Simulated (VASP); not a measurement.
**Ba: relaxation of cell and atoms with r2SCAN**

Ba:

```
Ba
1.0
     4.34139    0.00000    0.00000
    -1.44713    4.09310    0.00000
    -1.44713   -2.04655    3.54473
Ba
1
Direct
  0.00000 0.00000 0.00000
```

```yaml
Program: VASP 6.6.1
Task: relaxation of cell and atoms
Functional: r2SCAN
Potentials_or_basis: VASP PAW PBE potentials, release 64 (Ba_sv)
Cutoff: 600 eV
k_mesh: 7 × 7 × 7
Occupations: fermi-dirac, width 0.15 eV
Spin: no spin polarisation
Target_pressure: 20 GPa
Dipole_correction: no
Further_INCAR_settings: ALGO = Normal; EDIFF = 1e-07; IBRION = 2; EDIFFG = -0.01; NSW = 80; ISIF = 3
```

```json
{"Relaxed volume": "29.43 Å³/atom", "Relaxed cell": "a = 3.369 Å, b = 3.369 Å, c = 3.369 Å, α = 109.47°, β = 109.47°, γ = 109.47°", "Space group after relaxing (to 0.1 Å)": "Im-3m (No. 229)", "Energy change on relaxing (the run minimises the enthalpy)": "+1333.9 meV/atom", "Ionic steps": "8", "Pressure after relaxing": "20.0 GPa", "Band gap on the k mesh": "zero (bands 5 and 6 overlap by 3.08 eV)"}
```

The path:
```tsv
step	energy change (eV)	largest force (eV/Å)	pressure (GPa)	volume (Å³)
1	0.0000	0.0000	0.42	62.99
2	7.2874	0.0000	210.06	15.64
3	0.9938	0.0000	15.05	32.55
4	1.1004	0.0000	16.68	31.47
5	1.3115	0.0000	19.73	29.62
6	1.3751	0.0000	20.72	29.11
7	1.3110	0.0000	19.72	29.62
8	1.3339	0.0000	20.03	29.43
```

Final structure:
```
CELL_PARAMETERS angstrom
3.36894 0.00000 0.00000
-1.12298 3.17627 0.00000
-1.12298 -1.58813 2.75073
ATOMIC_POSITIONS crystal
Ba 0.00000 0.00000 0.00000
```

Levels at points of the mesh, in eV from the Fermi level:
```tsv
k point	band 1	band 2	band 3	band 4	band 5	band 6	band 7	band 8	band 9
(0.00, 0.00, 0.00)	-30.11	-12.80	-12.80	-12.80	-1.90	2.48	2.48	2.48	5.09
```

Run time: 4.5 min on 1 thread of AMD EPYC 9R45 96-Core Processor (Zen 5) (shared host), peak memory 0.23 GiB.

Caveat: the cell is relaxed towards a set pressure, so the run minimises the enthalpy, not the energy; the volume moved by over 15 % at a fixed basis, so the end points are rough; the PAW data sets were made with another functional, which shifts forces and pressure a little; spin-orbit coupling is left out, which moves the levels of the heavy elements.
